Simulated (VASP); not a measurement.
# PtSe2 (P-3m1) in VASP: a series of runs

PtSe2 is run at these levels: PBE+D3(BJ); tasks: single point, relaxation of cell and atoms.

Everything below comes from runs of VASP 6.6.1. Logs are shortened: lines on timing, memory, paths and dates and some standing lists are left out, and cuts for length are marked.

## (1) The cell of the first run

Symmetry: P-3m1, No. 164, trigonal system. Conventional cell: a = 3.772 Å, b = 3.772 Å, c = 4.822 Å, α = 90.00°, β = 90.00°, γ = 120.00°. Pt (site symmetry -3m) has 6 Se at 2.53 Å within 3.3 Å. Within 3.3 Å of Se (site symmetry 3m) lie 3 Pt at 2.53 Å and 3 Se at 3.14 Å.

## (2) Single point, PBE+D3(BJ)

File INCAR:

```
PREC     = Accurate       # precision mode
ENCUT    = 520            # plane-wave cutoff, eV
EDIFF    = 1E-6           # SCF threshold, eV
ISMEAR   = 0              # smearing method
SIGMA    = 0.15           # smearing width, eV
LREAL    = F              # projectors in reciprocal space
LASPH    = T              # aspherical terms in the spheres
NELM     = 100            # most SCF steps
ALGO     = Normal         # electronic algorithm
ISIF     = 2              # what is computed and relaxed
LWAVE    = F              # write WAVECAR
LCHARG   = F              # write CHGCAR
GGA      = PE             # functional
IVDW     = 12             # dispersion correction
NBANDS   = 18             # bands
```

File KPOINTS:

```
Automatic mesh
0
Gamma
  12 12 8
```

File POSCAR:

```
PtSe2
1.0
    3.7717024412      0.0000000000      0.0000000000
   -1.8858512206      3.2663901296      0.0000000000
    0.0000000000      0.0000000000      4.8218263550
Pt Se
1 2
Direct
    0.0000000000      0.0000000000      0.0000000000
    0.3333333333      0.6666666667      0.2655437473
    0.6666666667      0.3333333333      0.7344562527
```

Potentials or basis: VASP PAW PBE potentials, release 64 (Pt, Se).

Started as:

```sh
cat potpaw_PBE.64/Pt/POTCAR potpaw_PBE.64/Se/POTCAR > POTCAR
mpirun -np 1 vasp_std > vasp.out
```

OUTCAR:

```text
PREC = Accurate
   ENCUT = 520
   EDIFF = 1E-6
   ISMEAR = 0
   LREAL = F
   LASPH = T
   NELM = 100
   ISIF = 2
   GGA = PE
   IVDW = 12
 IVDW          = 12

 ion  position               nearest neighbor table
   1  0.000  0.000  0.000-   2 2.53   3 2.53   3 2.53   2 2.53   3 2.53   2 2.53
   2  0.333  0.667  0.266-   1 2.53   1 2.53   1 2.53
   3  0.667  0.333  0.734-   1 2.53   1 2.53   1 2.53

  LATTYP: Found a hexagonal cell.
 ALAT       =     3.7717024412
 C/A-ratio  =     1.2784217287

  Lattice vectors:

 A1 = (   3.7717024412,   0.0000000000,   0.0000000000)
 A2 = (  -1.8858512206,   3.2663901296,   0.0000000000)
 A3 = (   0.0000000000,   0.0000000000,   4.8218263550)

Analysis of symmetry for initial positions (statically):
=====================================================================
 Subroutine PRICEL returns:
 Original cell was already a primitive cell.

 Routine SETGRP: Setting up the symmetry group for a
 hexagonal supercell.

 Subroutine GETGRP returns: Found 12 space group operations
 (whereof 12 operations were pure point group operations)
 out of a pool of 24 trial point group operations.

The static configuration has the point symmetry D_3d.

Analysis of symmetry for dynamics (positions and initial velocities):
=====================================================================
 Subroutine PRICEL returns:
 Original cell was already a primitive cell.

 Routine SETGRP: Setting up the symmetry group for a
 hexagonal supercell.

 Subroutine GETGRP returns: Found 12 space group operations
 (whereof 12 operations were pure point group operations)
 out of a pool of 24 trial point group operations.

The dynamic configuration has the point symmetry D_3d.

 Subroutine INISYM returns: Found 12 space group operations
 (whereof 12 operations are pure point group operations),
 and found     1 'primitive' translations

----------------------------------------------------------------------------------------

                                     Primitive cell

  volume of cell :      59.4042

  direct lattice vectors                    reciprocal lattice vectors
     3.771702441  0.000000000  0.000000000     0.265132262  0.153074183  0.000000000
    -1.885851221  3.266390130  0.000000000     0.000000000  0.306148366  0.000000000
     0.000000000  0.000000000  4.821826355     0.000000000  0.000000000  0.207390297

  length of vectors
     3.771702441  3.771702441  4.821826355     0.306148366  0.306148366  0.207390297

[... 82 lines left out ...]
   EDIFF  = 0.1E-05   stopping-criterion for ELM
   LREAL  =      F    real-space projection
   EDIFFG = 0.1E-04   stopping-criterion for IOM
   NSW    =      0    number of steps for IOM
   IBRION =     -1    ionic relax: 0-MD 1-quasi-New 2-CG
   NFREE  =      0    steps in history (QN), initial steepest desc. (CG)
   ISIF   =      2    stress and relaxation
   ISYM   =      2    0-nonsym 1-usesym 2-fastsym
   POTIM  = 0.5000    time-step for ionic-motion
   TEBEG  =    0.0;   TEEND  =   0.0 temperature during run
   PSTRESS=    0.0 pullay stress
   NELECT =      22.0000    total number of electrons
   NUPDOWN=      -1.0000    fix difference up-down
   EMIN   =  10.00;   EMAX   =-10.00  energy-range for DOS
   EFERMI =   0.00;   METHOD = LEGACY
   ISMEAR =     0;   SIGMA  =   0.15  broadening in eV -4-tet -1-fermi 0-gaus
   EFERMI_NEDOS =   21; number of points for ismear=-14 and -15
   IALGO  =     38    algorithm
   IMIX   =      4    mixing-type and parameters
     AMIX     =   0.40;   BMIX     =  1.00
     AMIX_MAG =   1.60;   BMIX_MAG =  1.00
  volume/ion in A,a.u.               =      19.80       133.63
  Fermi-wavevector in a.u.,A,eV,Ry     =   1.175646  2.221650 18.805216  1.382144
  Thomas-Fermi vector in A             =   2.312024
   LORBIT       =      0    0 simple, 1 ext, 2 COOP (PROOUT), +10 PAW based schemes
   GGA     = PE    functional components
   LHFCALC =     F    Hartree Fock is set to
   AEXX    =    0.0000 exact exchange contribution
   IVDW    =    12    specifies the selected vdW correction
   LEPSILON=     F    determine dielectric tensor
   LRPA    =     F    only Hartree local field effects (RPA)
 non-spin polarized calculation
 Gauss-broadening in eV      SIGMA  =   0.15
  energy-cutoff  :      520.00
  volume of cell :       59.40
 maximum number of plane-waves:      1620
   NGX = 13   NGY = 13   NGZ = 17

 number of electron      21.9999997 magnetization

 Free energy of the ion-electron system (eV)
  ---------------------------------------------------
  ext. energy  EPLUGINS =         0.00000000
  ---------------------------------------------------
  free energy    TOTEN  =       -14.19986682 eV

  energy without entropy =      -14.19133636  energy(sigma->0) =      -14.19560159

 E-fermi :   6.7030     XC(G=0): -10.8241

 val. band max:        6.6898302515   @ k =  -0.1667   0.5000   0.1250
 cond. band min:       6.7512221772   @ k =   0.3333   0.2500   0.0000
 fundamental gap:      0.0613919258
 Fermi energy:         6.7029775673

 k-point     1 :       0.0000    0.0000    0.0000
  band No.  band energies     occupation
      1      -8.9543      2.00000
      2      -5.8565      2.00000
      3      -0.4013      2.00000
      4       0.4881      2.00000
      5       0.4881      2.00000
      6       2.9259      2.00000
[... 481 lines left out ...]
      5       1.0044      2.00000
      6       2.2500      2.00000
[... 10 lines left out ...]
     17      15.3483      0.00000
     18      15.3995      0.00000

 [... further k-points ...]

------------------------ aborting loop because EDIFF is reached ----------------------------------------

 Edisp (eV)   -1.47017

 E8    (eV) :    -0.6317

  FORCE on cell =-STRESS in cart. coord.  units (eV):
  Direction    XX          YY          ZZ          XY          YZ          ZX
  --------------------------------------------------------------------------------------
  -------------------------------------------------------------------------------------
  Total      -0.01126    -0.01126    -0.01818     0.00000     0.00000     0.00000
  in kB      -0.30380    -0.30380    -0.49036     0.00000     0.00000     0.00000
  external pressure =       -0.37 kB  Pullay stress =        0.00 kB

 VOLUME and BASIS-vectors are now :
 -----------------------------------------------------------------------------
  energy-cutoff  :      520.00
  volume of cell :       59.40
      direct lattice vectors                 reciprocal lattice vectors
     3.771702441  0.000000000  0.000000000     0.265132262  0.153074183  0.000000000
    -1.885851221  3.266390130  0.000000000     0.000000000  0.306148366  0.000000000
     0.000000000  0.000000000  4.821826355     0.000000000  0.000000000  0.207390297

 POSITION                                       TOTAL-FORCE (eV/Angst)
 -----------------------------------------------------------------------------------
      0.00000      0.00000      0.00000         0.000000      0.000000      0.000000
     -0.00000      2.17759      1.28041         0.000000      0.000000      0.003274
      1.88585      1.08880      3.54142        -0.000000     -0.000000     -0.003274
 -----------------------------------------------------------------------------------
    total drift:                               -0.000000      0.000000      0.000000

  FREE ENERGIE OF THE ION-ELECTRON SYSTEM (eV)
  ---------------------------------------------------
  free  energy   TOTEN  =       -15.6700415382 eV

  energy  without entropy=      -15.6615110705  energy(sigma->0) =      -15.66577630
```

stdout:

```text
POSCAR found type information on POSCAR PtSe
 POSCAR found :  2 types and       3 ions
 scaLAPACK will be used
 LDA part: xc-table for (Slater+PW92), standard interpolation
 POSCAR, INCAR and KPOINTS ok, starting setup
 FFT: planning ... GRIDC
 FFT: planning ... GRID_SOFT
 FFT: planning ... GRID
 WAVECAR not read
 entering main loop
```

It took 2.2 min on 1 thread of Intel Xeon Platinum 8375C at 2.90GHz (Ice Lake), shared host; peak memory 0.27 GiB.

What came out:

| Property | Result |
| --- | --- |
| Free energy | -15.6700 eV |
| Pressure | 0.0 GPa |
| Largest force | 0.003 eV/Å |
| Band gap on the k mesh | zero (band 11 reaches 7.50 eV, above the bottom of band 12 at 6.67 eV) |
| Dispersion energy per atom | -0.490 eV |

Forces on the atoms (eV/Å):
```
Pt   0.000  0.000  0.000
Se   0.000  0.000  0.003
Se   0.000  0.000 -0.003
```

Caveat: spin-orbit coupling is left out, which moves the levels of the heavy elements; pairwise dispersion overbinds metals, which lowers pressure and volume.

## (3) Relaxation of cell and atoms, PBE+D3(BJ)

This run uses another cell than the first one, of 19.90 Å³/atom, 1.005 times its volume.

File INCAR:

```
PREC = Accurate
ENCUT = 600
EDIFF = 1E-7
ISMEAR = 0
SIGMA = 0.1
LREAL = F
LASPH = T
NELM = 100
ALGO = Normal
ISIF = 3
LWAVE = F
LCHARG = F
GGA = PE
IVDW = 12
IBRION = 2
NSW = 100
EDIFFG = -0.005
```

File KPOINTS:

```
Automatic mesh
0
Gamma
  15 15 10
```

File POSCAR:

```
PtSe2
1.0
    3.7644458751      0.0000000000      0.0000000000
   -1.8822229375      3.2601057590      0.0000000000
    0.0000000000      0.0000000000      4.8652984047
Pt Se
1 2
Direct
    0.0000000000      0.0000000000      0.0000000000
    0.3333333333      0.6666666667      0.2644373557
    0.6666666667      0.3333333333      0.7355626443
```

Potentials or basis: VASP PAW PBE potentials, release 64 (Pt, Se).

Started as:

```sh
cat potpaw_PBE.64/Pt/POTCAR potpaw_PBE.64/Se/POTCAR > POTCAR
mpirun -np 1 vasp_std > vasp.out
```

Wall time 14 min (1 thread of Intel Xeon Platinum 8488C (Sapphire Rapids), shared host); peak memory 0.43 GiB.

It converged, with:

* Free energy: -15.6682 eV
* Relaxed volume: 19.78 Å³/atom
* Relaxed cell: a = 3.771 Å, b = 3.771 Å, c = 4.818 Å, α = 90.00°, β = 90.00°, γ = 120.00°
* Space group after relaxing (to 0.05 Å): P-3m1 (No. 164)
* Energy gained by relaxing: 0.3 meV/atom
* Ionic steps: 10
* Pressure after relaxing: 0.0 GPa
* Band gap on the k mesh: zero (band 11 reaches 7.51 eV, above the bottom of band 12 at 6.61 eV)
* Dispersion energy per atom: -0.491 eV

The path:
```tsv
step	energy change (eV)	largest force (eV/Å)	pressure (GPa)	volume (Å³)
1	0.0000	0.0019	-0.07	59.71
2	-0.0003	0.0181	0.01	59.63
3	-0.0006	0.0404	0.11	59.52
4	-0.0006	0.0468	0.15	59.49
5	-0.0007	0.0157	-0.18	59.56
6	-0.0007	0.0240	-0.09	59.54
7	-0.0008	0.0172	-0.06	59.49
8	-0.0008	0.0063	-0.01	59.40
9	-0.0008	0.0162	0.09	59.21
10	-0.0009	0.0008	0.01	59.35
```

Final structure:
```yaml
crystal:
  lattice:
    - [3.77145, 0.00000, 0.00000]
    - [-1.88573, 3.26618, 0.00000]
    - [0.00000, 0.00000, 4.81813]
  atoms:
    - { symbol: Pt, position: [0.00000, 0.00000, 0.00000] }
    - { symbol: Se, position: [0.33333, 0.66667, 0.26577] }
    - { symbol: Se, position: [0.66667, 0.33333, 0.73423] }
```

Levels at points of the mesh, in eV from the Fermi level:
```csv
k point,band 9,band 10,band 11,band 12,band 13,band 14
"(0.00, 0.00, 0.00)",-0.99,-0.99,0.80,1.07,1.07,3.37
"(0.00, 0.00, 0.50)",-1.71,-1.71,-1.69,2.34,2.34,5.01
```

Caveat: spin-orbit coupling is left out, which moves the levels of the heavy elements; pairwise dispersion overbinds metals, which lowers pressure and volume.
